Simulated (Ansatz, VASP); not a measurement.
AgCl in VASP and in Ansatz

Contents of INCAR:

```
SYSTEM = AgCl
ALGO = Normal ; EDIFF = 1E-6
ENCUT = 520 ; GGA = PS
ISIF = 2 ; ISMEAR = -1
LASPH = .True. ; LCHARG = .True.
LELF = .True. ; LREAL = .False.
LVHAR = .True. ; LWAVE = .False.
NBANDS = 16 ; NELM = 80
PREC = Accurate ; SIGMA = 0.01
```

Contents of KPOINTS:

```
k-points
0
Gamma
  9 9 9
  0 0 0
```

Contents of POSCAR:

```
AgCl
1.0
    3.4339730000      0.0171698650      0.0171698650
    0.0171698650      3.4339730000      0.0171698650
    0.0171698650      0.0171698650      3.4339730000
Ag Cl
1 1
Direct
    0.0000000000      0.0000000000      0.0000000000
    0.5000000000      0.5000000000      0.5000000000
```

Input for Ansatz:

```yaml
crystal:
  lattice:
    - [3.433973, 0.017169865, 0.017169865]
    - [0.017169865, 3.433973, 0.017169865]
    - [0.017169865, 0.017169865, 3.433973]
  atoms:
    - { symbol: Ag, position: [0.0, 0.0, 0.0] }
    - { symbol: Cl, position: [0.5, 0.5, 0.5] }
kpoints:
  mp_grid: { grid: [9, 9, 9] }
  band_path:
    path:
      - [0.0, 0.0, 0.0]
      - [0.5, 0.5, 0.5]
      - [0.5098274679, 0.4901725321, 0.5]
      - [0.5, -0.4901725321, 0.4901725321]
      - [0.5, 0.0, 0.0]
      - [0.0, 0.0, 0.0]
      - [0.4950862661, -0.4950862661, 0.0]
      - [0.5049137339, 0.0, 0.4950862661]
      - [0.5, 0.0, 0.5]
    npoints: 5
scf:
  occupations: { method: fermi_dirac, width: 0.01 }
hamiltonian:
  xc: pbesol
  pseudopotentials: { kind: all_electron, lapw: { basis_error: 0.001 } }
output:
  forces: true
  stress: true
  eigenvalues: true
```

Change from the starting cell: equal xy, yz and zx shear strains of +1 %.

Alike in both runs: task single point; functional PBEsol; k mesh 9 × 9 × 9; occupations fermi-dirac, width 0.01 eV; no spin polarisation.

|  | VASP | Ansatz |
| --- | --- | --- |
| version | VASP 6.6.1 | Ansatz 0.2.0 |
| potentials or method | VASP PAW PBE potentials, release 64 (Ag, Cl), cutoff 520 eV | all-electron LAPW, scalar-relativistic |

|  | VASP | Ansatz | Ansatz less VASP |
| --- | --- | --- | --- |
| gap on the k mesh at the Fermi level (eV) | 0.41 | 0.42 | +0.002 |
| pressure (GPa) | -4.7 | -4.6 | +0.10 |
| traceless stress, the component that is largest in VASP (GPa) | 0.15 | 0.15 | -0.001 |

VASP's potentials were made for PBE, not for PBEsol. Ansatz ran all-electron here, and VASP with PAW potentials.
